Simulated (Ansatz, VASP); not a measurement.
## P in VASP and in Ansatz

```xyz
1
Lattice="4.2729 0.0000 0.0000 0.0000 4.2729 0.0000 0.0000 0.0000 4.3780" Properties=species:S:1:pos:R:3 pbc="T T T"
P     0.0000    0.0000    0.0000
```

Alike in both runs: task electric field gradients; functional PBEsol; k mesh 10 × 10 × 9; occupations fermi-dirac, width 0.08 eV; no spin polarisation.

|  | VASP | Ansatz |
| --- | --- | --- |
| version | VASP 6.6.1 | Ansatz 0.2.0 |
| potentials or method | VASP PAW PBE potentials, release 64 (P) | PAW with Ansatz's default frozen-core files, scalar-relativistic |
| plane-wave cutoff (eV) | 520 | 420 |
| valence electrons in the cell | 5 | 5 |

|  | VASP | Ansatz | Ansatz less VASP |
| --- | --- | --- | --- |
| pressure (GPa) | -3.8 | -3.8 | +0.01 |
| traceless stress, the component that is largest in VASP (GPa) | 0.31 | 0.31 | 0.000 |
| size of Vzz on the site where it differs most (V/Å²) | 0.8 | 0.7 | -0.04 |

VASP's potentials were made for PBE, not for PBEsol. The functional is the same, so the differences come from potentials, cutoffs and numerics.
